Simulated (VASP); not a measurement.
# AlCo (Pm-3m) in VASP: single point with LDA

Aim: the single point of AlCo with LDA.

Everything below comes from runs of VASP 6.6.1. Logs are shortened: lines on timing, memory, paths and dates and some standing lists are left out, and cuts for length are marked.

## Step 1: The cell of the first run

It takes space group Pm-3m (No. 221, cubic). The conventional cell has a = 2.794 Å, b = 2.794 Å, c = 2.794 Å, α = 90.00°, β = 90.00°, γ = 90.00°. Within 3.2 Å of Al (site symmetry m-3m) lie 8 Co at 2.42 Å and 6 Al at 2.79 Å. Co (site symmetry m-3m) has 8 Al at 2.42 Å and 6 Co at 2.79 Å within 3.2 Å.

## Step 2: Single point, LDA, collinear spin, ferromagnetic start

Contents of INCAR:

```
  ALGO = Normal
  EDIFF = 1E-6
  ENCUT = 520
  GGA = CA
  ISIF = 2
  ISMEAR = -1
  ISPIN = 2
  LASPH = T
  LCHARG = F
  LMAXMIX = 4
  LORBIT = 11
  LREAL = F
  LWAVE = F
  MAGMOM = 0 2.5
  NBANDS = 17
  NELM = 150
  PREC = Accurate
  SIGMA = 0.1
```

Contents of KPOINTS:

```
k-points
0
Gamma
  14 14 14
```

Contents of POSCAR:

```
AlCo
1.0
    2.7944315395      0.0000000000      0.0000000000
    0.0000000000      2.7944315395      0.0000000000
    0.0000000000      0.0000000000      2.7944315395
Al Co
1 1
Direct
    0.0000000000      0.0000000000      0.0000000000
    0.5000000000      0.5000000000      0.5000000000
```

Potentials or basis: VASP PAW LDA potentials, release 64 (Al, Co).

Command:

```sh
cat potpaw_LDA.64/Al/POTCAR potpaw_LDA.64/Co/POTCAR > POTCAR
mpirun -np 1 vasp_std > vasp.out
```

OUTCAR:

```text
EDIFF = 1E-6
   ENCUT = 520
   GGA = CA
   ISIF = 2
   ISMEAR = -1
   ISPIN = 2
   LASPH = T
   LORBIT = 11
   LREAL = F
   NELM = 150
   PREC = Accurate

 ion  position               nearest neighbor table
   1  0.000  0.000  0.000-   2 2.42   2 2.42   2 2.42   2 2.42   2 2.42   2 2.42   2 2.42   2 2.42

   2  0.500  0.500  0.500-   1 2.42   1 2.42   1 2.42   1 2.42   1 2.42   1 2.42   1 2.42   1 2.42

  LATTYP: Found a simple cubic cell.
 ALAT       =     2.7944315395

  Lattice vectors:

 A1 = (   2.7944315395,   0.0000000000,   0.0000000000)
 A2 = (   0.0000000000,   2.7944315395,   0.0000000000)
 A3 = (   0.0000000000,   0.0000000000,   2.7944315395)

Analysis of symmetry for initial positions (statically):
=====================================================================
 Subroutine PRICEL returns:
 Original cell was already a primitive cell.

 Routine SETGRP: Setting up the symmetry group for a
 simple cubic supercell.

 Subroutine GETGRP returns: Found 48 space group operations
 (whereof 48 operations were pure point group operations)
 out of a pool of 48 trial point group operations.

The static configuration has the point symmetry O_h .

Analysis of symmetry for dynamics (positions and initial velocities):
=====================================================================
 Subroutine PRICEL returns:
 Original cell was already a primitive cell.

 Routine SETGRP: Setting up the symmetry group for a
 simple cubic supercell.

 Subroutine GETGRP returns: Found 48 space group operations
 (whereof 48 operations were pure point group operations)
 out of a pool of 48 trial point group operations.

The dynamic configuration has the point symmetry O_h .

Analysis of structural, dynamic, and magnetic symmetry:
=====================================================================
 Subroutine PRICEL returns:
 Original cell was already a primitive cell.

 Routine SETGRP: Setting up the symmetry group for a
 simple cubic supercell.

 Subroutine GETGRP returns: Found 48 space group operations
 (whereof 48 operations were pure point group operations)
 out of a pool of 48 trial point group operations.

The overall configuration has the point symmetry O_h .

 Subroutine INISYM returns: Found 48 space group operations
 (whereof 48 operations are pure point group operations),
 and found     1 'primitive' translations

----------------------------------------------------------------------------------------

                                     Primitive cell
[... 110 lines left out ...]
     AMIX     =   0.40;   BMIX     =  1.00
     AMIX_MAG =   1.60;   BMIX_MAG =  1.00
  volume/ion in A,a.u.               =      10.91        73.63
  Fermi-wavevector in a.u.,A,eV,Ry     =   1.341246  2.534587 24.476076  1.798941
  Thomas-Fermi vector in A             =   2.469495
   LORBIT       =     11    0 simple, 1 ext, 2 COOP (PROOUT), +10 PAW based schemes
   GGA     = CA    functional components
   LHFCALC =     F    Hartree Fock is set to
   AEXX    =    0.0000 exact exchange contribution
   IVDW    =     0    specifies the selected vdW correction
   LEPSILON=     F    determine dielectric tensor
   LRPA    =     F    only Hartree local field effects (RPA)
 spin polarized calculation
  energy-cutoff  :      520.00
  volume of cell :       21.82
 maximum number of plane-waves:       624
 NGX is ok and might be reduce to    24
   NGX = 11   NGY = 11   NGZ = 11

 number of electron      12.0000001 magnetization       0.0038560

 number of electron      12.0000001 magnetization      -0.0001886

 Free energy of the ion-electron system (eV)
  ---------------------------------------------------
  ext. energy  EPLUGINS =         0.00000000
  ---------------------------------------------------
  free energy    TOTEN  =       -13.72264943 eV

  energy without entropy =      -13.69627692  energy(sigma->0) =      -13.70946317

 E-fermi :  11.0570     XC(G=0): -12.8032

 val. band max:       11.0155613050   @ k =   0.5000   0.4286   0.1429
 cond. band min:      11.0619401542   @ k =   0.4286   0.4286   0.0714
 fundamental gap:      0.0463788493
 Fermi energy:        11.0570128333

 spin component 1

 k-point     1 :       0.0000    0.0000    0.0000
  band No.  band energies     occupation
      1      -0.3027      1.00000
      2       7.8468      1.00000
      3       7.8468      1.00000
      4      10.2288      0.99975
      5      10.2288      0.99975
      6      10.2288      0.99975
[... 459 lines left out ...]
      6       9.9632      0.99998
[... 9 lines left out ...]
     16      33.1533      0.00000
     17      35.3499      0.00000

 [... further k-points ...]

 spin component 2

 k-point     1 :       0.0000    0.0000    0.0000
  band No.  band energies     occupation
      1      -0.3028      1.00000
      2       7.8478      1.00000
      3       7.8478      1.00000
      4      10.2300      0.99974
      5      10.2300      0.99974
      6      10.2300      0.99974
[... 459 lines left out ...]
      6       9.9644      0.99998
[... 9 lines left out ...]
     16      33.1531      0.00000
     17      35.3499      0.00000

 [... further k-points ...]
[... 5 lines left out ...]
  --------------------------------------------------------------------------------------
  -------------------------------------------------------------------------------------
  Total        0.0741395      0.0741395      0.0741395      0.0000000     -0.0000000      0.0000000
  in kB        5.4435175      5.4435175      5.4435175      0.0000000     -0.0000000      0.0000000
  external PRESSURE =       5.4435175 kB  Pullay stress =       0.0000000 kB

 VOLUME and BASIS-vectors are now :
 -----------------------------------------------------------------------------
  energy-cutoff  :      520.00
  volume of cell :       21.82
      direct lattice vectors                 reciprocal lattice vectors
     2.794431540  0.000000000  0.000000000     0.357854535  0.000000000  0.000000000
     0.000000000  2.794431540  0.000000000     0.000000000  0.357854535  0.000000000
     0.000000000  0.000000000  2.794431540     0.000000000  0.000000000  0.357854535

 POSITION                                       TOTAL-FORCE (eV/Angst)
 -----------------------------------------------------------------------------------
      0.00000      0.00000      0.00000         0.000000      0.000000      0.000000
      1.39722      1.39722      1.39722         0.000000      0.000000      0.000000
 -----------------------------------------------------------------------------------
    total drift:                                0.000000     -0.000000     -0.000000

  FREE ENERGIE OF THE ION-ELECTRON SYSTEM (eV)
  ---------------------------------------------------
  free  energy   TOTEN  =       -13.7226494279 eV

  energy  without entropy=      -13.6962769208  energy(sigma->0) =      -13.70946317

 total charge

# of ion       s       p       d       tot
------------------------------------------
    1        0.407   0.461   0.000   0.868
    2        0.461   0.553   7.578   8.591
--------------------------------------------------
tot          0.868   1.014   7.578   9.460

 magnetization (x)

# of ion       s       p       d       tot
------------------------------------------
    1       -0.000  -0.000   0.000  -0.000
    2        0.000  -0.000   0.001   0.001
--------------------------------------------------
tot         -0.000  -0.000   0.001   0.000
```

OSZICAR:

```text
N       E                     dE             d eps       ncg     rms          rms(c)
DAV:   1     0.376471565305E+02    0.37647E+02   -0.48081E+03  8384   0.732E+02
DAV:   2    -0.126649464961E+02   -0.50312E+02   -0.44599E+02  9308   0.155E+02
DAV:   3    -0.147262197822E+02   -0.20613E+01   -0.20312E+01  9818   0.332E+01
DAV:   4    -0.147523254018E+02   -0.26106E-01   -0.26088E-01  9673   0.333E+00
DAV:   5    -0.147529698143E+02   -0.64441E-03   -0.64438E-03  9938   0.565E-01    0.147E+01
DAV:   6    -0.171753466080E+02   -0.24224E+01   -0.39911E+01  9325   0.714E+01    0.157E+01
DAV:   7    -0.137626711672E+02    0.34127E+01   -0.21919E+01  9572   0.459E+01    0.271E+00
DAV:   8    -0.137392065340E+02    0.23465E-01   -0.17510E-01  9769   0.284E+00    0.134E+00
DAV:   9    -0.137239246402E+02    0.15282E-01   -0.29650E-02 10490   0.122E+00    0.719E-01
DAV:  10    -0.137227448462E+02    0.11798E-02   -0.61906E-04  9496   0.194E-01    0.207E-01
DAV:  11    -0.137226566898E+02    0.88156E-04   -0.19179E-04  9915   0.107E-01    0.981E-02
DAV:  12    -0.137226491462E+02    0.75436E-05   -0.56424E-05 11236   0.561E-02    0.417E-02
DAV:  13    -0.137226494279E+02   -0.28176E-06   -0.62286E-06  9568   0.223E-02
   1 F= -.13722649E+02 E0= -.13709463E+02  d E =-.263725E-01  mag=     0.0006
```

Run time: 41 s. Hardware: 1 thread of Intel Xeon Platinum 8488C (Sapphire Rapids), shared host; peak memory 0.18 GiB.

Results:

| Property | Result |
| --- | --- |
| Free energy | -13.7226 eV |
| Pressure | 0.5 GPa |
| Band gap on the k mesh | zero (filled and empty bands overlap) |
| Net moment | 0.00 μB per cell |
| Valence electrons inside the program's atomic spheres | Al 0.87; Co 8.59 |

Caveat: the starting moments collapsed, and a magnetic state may lie lower.
